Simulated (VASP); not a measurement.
Input of a VASP 6.6.1 run:

File INCAR:

```
PREC = Accurate
ENCUT = 520
EDIFF = 1E-7
ISMEAR = -1
SIGMA = 0.05
LREAL = F
LASPH = T
NELM = 100
ALGO = Normal
ISIF = 2
LWAVE = F
LCHARG = T
GGA = PE
LELF = T
LVHAR = T
NBANDS = 12
```

Contents of KPOINTS:

```
regular mesh
0
Gamma
  9 9 7
```

POSCAR

```
SiSe
1.0
    3.5466102599      0.0000000000      0.0000000000
   -1.7733051299      3.0714501119      0.0000000000
    0.0000000000      0.0000000000      3.5500925513
Si Se
1 1
Direct
    0.6666700000      0.3333300000      0.5000000000
    0.0000000000      0.0000000000      0.0000000000
```

Potentials or basis: VASP PAW PBE potentials, release 64 (Si, Se).

Run with:

```console
$ cat potpaw_PBE.64/Si/POTCAR potpaw_PBE.64/Se/POTCAR > POTCAR
$ mpirun -np 1 vasp_std > vasp.out
```

(1) Predict the band gap on the k mesh.

(2) Estimate the pressure.

## Answers

(1) zero (bands 5 and 6 overlap by 3.17 eV).

(2) 2.8 GPa.
